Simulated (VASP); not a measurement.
# Ge: single point with r2SCAN+rVV10

Crystal: Ge.

```
CELL_PARAMETERS angstrom
1.48805 -2.59469 0.00000
1.48805 2.59469 0.00000
0.00000 0.00000 4.72760
ATOMIC_POSITIONS crystal
Ge 0.33345 0.66655 0.25000
Ge 0.66655 0.33345 0.75000
```

```
Program                : VASP 6.6.1
Task                   : single point
Functional             : r2SCAN
Dispersion             : rVV10
Potentials or basis    : VASP PAW PBE potentials, release 64 (Ge_d)
Cutoff                 : 550 eV
k mesh                 : 10 × 10 × 6
Occupations            : tetrahedron
Spin                   : no spin polarisation
Dipole correction      : no
Further INCAR settings : ALGO = Normal; EDIFF = 1e-06; NBANDS = 21
```

```yaml
Pressure: 1.0 GPa
Largest_force: 0.003 eV/Å
Band_gap_on_the_k_mesh: zero (band 14 reaches 14.05 eV, above the bottom of band 15 at 4.57 eV)
```

Forces in eV/Å, atoms in the order of the input:
```
Ge   0.000 -0.003  0.000
Ge   0.000  0.003  0.000
```

Stress tensor (GPa, compression positive):
```
 0.15  0.00  0.00
 0.00 -0.18  0.00
 0.00  0.00  2.92
```

Levels at points of the mesh, in eV from the Fermi level:
| k point | band 12 | band 13 | band 14 | band 15 | band 16 | band 17 |
| --- | --- | --- | --- | --- | --- | --- |
| (0.00, 0.00, 0.00) | -7.95 | -6.02 | 6.81 | 6.93 | 9.02 | 9.15 |
| (0.50, 0.00, 0.00) | -7.60 | -2.43 | -1.52 | -1.16 | 1.41 | 2.38 |
| (0.50, 0.50, 0.00) | -7.64 | -2.47 | -1.55 | -1.23 | 1.37 | 2.54 |
| (0.00, 0.00, 0.50) | -12.46 | 1.86 | 1.86 | 8.03 | 8.03 | 8.15 |
| (0.50, 0.00, 0.50) | -7.43 | -5.40 | -5.40 | 4.14 | 4.14 | 5.21 |
| (0.50, 0.50, 0.50) | -7.51 | -5.42 | -5.42 | 4.31 | 4.31 | 5.23 |

It took 4.2 min on 1 thread of AMD EPYC 7R13 Processor (Zen 3), with other jobs on the host, peak memory 0.28 GiB.

Caveat: the PAW data sets were made with another functional, which shifts forces and pressure a little; tetrahedron occupations give inexact forces and stress in metals.
